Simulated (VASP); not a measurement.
# ZnSn2N2 (R-3m) in VASP: a series of runs, part 2 of 2

VASP 6.6.1. Earlier steps stand in the parts before.

## (3) Relaxation of cell and atoms, PBE

This run uses another cell than the first one, of 17.39 Å³/atom, 0.991 times its volume.

INCAR

```
SYSTEM = ZnSn2N2
  PREC = Accurate
  ENCUT = 600
  EDIFF = 1E-6
  ISMEAR = 0
  SIGMA = 0.15
  LREAL = .FALSE.
  LASPH = .TRUE.
  NELM = 100
  ALGO = Normal
  ISIF = 3
  LWAVE = .FALSE.
  LCHARG = .FALSE.
  GGA = PE
  IBRION = 2
  NSW = 36
  EDIFFG = -0.08
```

KPOINTS

```
Automatic mesh
0
G
  4 4 4
  0 0 0
```

POSCAR

```
ZnSn2N2
1.0
    1.7250000000      0.9959292100      8.4333333300
   -1.7250000000      0.9959292100      8.4333333300
    0.0000000000     -1.9918584300      8.4333333300
Zn Sn N
1 2 2
Direct
    0.0000000000      0.0000000000      0.0000000000
    0.7520000000      0.7520000000      0.7520000000
    0.2480000000      0.2480000000      0.2480000000
    0.3790000000      0.3790000000      0.3790000000
    0.6210000000      0.6210000000      0.6210000000
```

Potentials or basis: VASP PAW PBE potentials, release 64 (Zn, Sn_d, N).

Run with:

```sh
> cat potpaw_PBE.64/Zn/POTCAR potpaw_PBE.64/Sn_d/POTCAR potpaw_PBE.64/N/POTCAR > POTCAR
> mpirun -np 1 vasp_std > vasp.out
```

OUTCAR:

```text
SYSTEM = ZnSn2N2
   PREC = Accurate
   ENCUT = 600
   EDIFF = 1E-6
   ISMEAR = 0
   LREAL = .FALSE.
   LASPH = .TRUE.
   NELM = 100
   ISIF = 3
   GGA = PE
   IBRION = 2
   NSW = 36
   EDIFFG = -0.08

 ion  position               nearest neighbor table
   1  0.000  0.000  0.000-   5 2.30   4 2.30   5 2.30   5 2.30   4 2.30   4 2.30   3 2.94   2 2.94
                             3 2.94   2 2.94   3 2.94   2 2.94
   2  0.752  0.752  0.752-   4 2.23   4 2.23   4 2.23   1 2.94   1 2.94   1 2.94
   3  0.248  0.248  0.248-   5 2.23   5 2.23   5 2.23   1 2.94   1 2.94   1 2.94
   4  0.379  0.379  0.379-   2 2.23   2 2.23   2 2.23   1 2.30   1 2.30   1 2.30
   5  0.621  0.621  0.621-   3 2.23   3 2.23   3 2.23   1 2.30   1 2.30   1 2.30

  LATTYP: Found a trigonal (rhomboedric) cell.
 ALAT       =     8.6653684888
 COS(alpha) =     0.9207436400

  Lattice vectors:

 A1 = (   1.7250000000,   0.9959292100,   8.4333333300)
 A2 = (  -1.7250000000,   0.9959292100,   8.4333333300)
 A3 = (   0.0000000000,  -1.9918584300,   8.4333333300)

Analysis of symmetry for initial positions (statically):
=====================================================================
 Subroutine PRICEL returns:
 Original cell was already a primitive cell.

 Routine SETGRP: Setting up the symmetry group for a
 trigonal (rhombohedral) supercell.

 Subroutine GETGRP returns: Found 12 space group operations
[... 167 lines left out ...]
  --------------------------------------------------------------------------------------
  -------------------------------------------------------------------------------------
  Total        1.8487120      1.8487120      9.0271746      0.0000000     -0.0000000      0.0000000
  in kB       34.0731092     34.0731091    166.3774023      0.0000000     -0.0000001      0.0000000
  external PRESSURE =      78.1745402 kB  Pullay stress =       0.0000000 kB
[... 65 lines left out ...]
--------------------------------------- Ionic step        3  -------------------------------------------

 number of electron      49.9999995 magnetization

 E-fermi :   5.2562     XC(G=0):  -9.9577

 val. band max:        5.0064110723   @ k =  -0.2500   0.5000   0.2500
 cond. band min:       5.2578371943   @ k =   0.0000   0.0000   0.0000
 fundamental gap:      0.2514261220
 Fermi energy:         5.2561842355

 k-point     1 :       0.0000    0.0000    0.0000
  band No.  band energies     occupation
      1     -16.2172      2.00000
      2     -16.2172      2.00000
      3     -16.2171      2.00000
      4     -16.2171      2.00000
      5     -16.1735      2.00000
      6     -16.1703      2.00000
[... 651 lines left out ...]
--------------------------------------- Ionic step        9  -------------------------------------------

 number of electron      49.9999996 magnetization

 Free energy of the ion-electron system (eV)
  ---------------------------------------------------
  ext. energy  EPLUGINS =         0.00000000
  ---------------------------------------------------
  free energy    TOTEN  =       -23.67727923 eV

  energy without entropy =      -23.67628371  energy(sigma->0) =      -23.67678147

 E-fermi :   5.8005     XC(G=0): -10.3277

 val. band max:        5.5516731871   @ k =  -0.2500   0.5000   0.2500
 cond. band min:       6.0208089235   @ k =   0.5000   0.0000   0.0000
 fundamental gap:      0.4691357365
 Fermi energy:         5.8005306945

 k-point     1 :       0.0000    0.0000    0.0000
  band No.  band energies     occupation
      1     -15.5177      2.00000
      2     -15.5177      2.00000
      3     -15.5176      2.00000
      4     -15.5176      2.00000
      5     -15.4387      2.00000
      6     -15.4360      2.00000
[... 450 lines left out ...]
  FREE ENERGIE OF THE ION-ELECTRON SYSTEM (eV)
  ---------------------------------------------------
  free  energy   TOTEN  =       -23.6772792263 eV

  energy  without entropy=      -23.6762837116  energy(sigma->0) =      -23.67678147

 reached required accuracy - stopping structural energy minimisation
```

CONTCAR:

```text
ZnSn2N2
   1.00000000000000
     1.6285032861165725    0.9402168062217877    9.5484980566700575
    -1.6285032861165725    0.9402168062217877    9.5484980566700575
     0.0000000000000000   -1.8804336230879326    9.5484980568195219
  Zn              Sn              N
     1     2     2
Direct
     0.0000000000000000    0.0000000000000000    0.0000000000000000
     0.7578870053148280    0.7578870053148280    0.7578870053150355
     0.2421129946851721    0.2421129946851721    0.2421129946849646
     0.3797165779053749    0.3797165779053749    0.3797165779053274
     0.6202834220946251    0.6202834220946251    0.6202834220946725

  0.00000000E+00  0.00000000E+00  0.00000000E+00
  0.00000000E+00  0.00000000E+00  0.00000000E+00
  0.00000000E+00  0.00000000E+00  0.00000000E+00
  0.00000000E+00  0.00000000E+00  0.00000000E+00
  0.00000000E+00  0.00000000E+00  0.00000000E+00
```

Wall time 26 min (1 thread of Intel Xeon Platinum 8259CL at 2.50GHz (Skylake/Cascade Lake), shared host); peak memory 0.76 GiB.

What came out:

```yaml
Free_energy: -23.6773 eV
Relaxed_volume: 17.54 Å³/atom
Relaxed_cell: a = 9.732 Å, b = 9.732 Å, c = 9.732 Å, α = 19.27°, β = 19.27°, γ = 19.27°
Space_group_after_relaxing_to_0.05_Å: R-3m (No. 166)
Energy_gained_by_relaxing: 231.2 meV/atom
Ionic_steps: 9
Pressure_after_relaxing: 0.2 GPa
Largest_force_after_relaxing: 0.028 eV/Å
Band_gap_on_the_k_mesh: 0.47 eV, indirect (least direct gap 1.21 eV)
```

Forces on the atoms (eV/Å):
```
Zn   0.000  0.000  0.000
Sn   0.000  0.000  0.026
Sn   0.000  0.000 -0.026
N    0.000  0.000 -0.028
N    0.000  0.000  0.028
```

The path:
| step | energy change (eV) | largest force (eV/Å) | pressure (GPa) | volume (Å³) |
| --- | --- | --- | --- | --- |
| 1 | 0.0000 | 2.8006 | 7.82 | 86.93 |
| 2 | -0.5832 | 0.7391 | -7.58 | 97.90 |
| 3 | -0.6468 | 0.3665 | -4.92 | 95.26 |
| 4 | -1.0186 | 0.7362 | -4.07 | 91.18 |
| 5 | -1.0560 | 0.8818 | -3.54 | 89.78 |
| 6 | -1.1066 | 0.5402 | 4.22 | 84.29 |
| 7 | -1.1390 | 0.3060 | 0.93 | 86.31 |
| 8 | -1.1524 | 0.1195 | 0.44 | 87.09 |
| 9 | -1.1559 | 0.0280 | 0.16 | 87.72 |

Final structure:
```
CELL_PARAMETERS angstrom
1.62850 0.94022 9.54850
-1.62850 0.94022 9.54850
0.00000 -1.88043 9.54850
ATOMIC_POSITIONS crystal
Zn 0.00000 0.00000 0.00000
Sn 0.75789 0.75789 0.75789
Sn 0.24211 0.24211 0.24211
N 0.37972 0.37972 0.37972
N 0.62028 0.62028 0.62028
```

Caveat: the k points lie up to 0.56 Å⁻¹ apart in the final cell; spin-orbit coupling is left out, which moves the levels of the heavy elements; the relaxation stopped at a loose force limit of 0.08 eV/Å, so its end isn't a converged minimum.
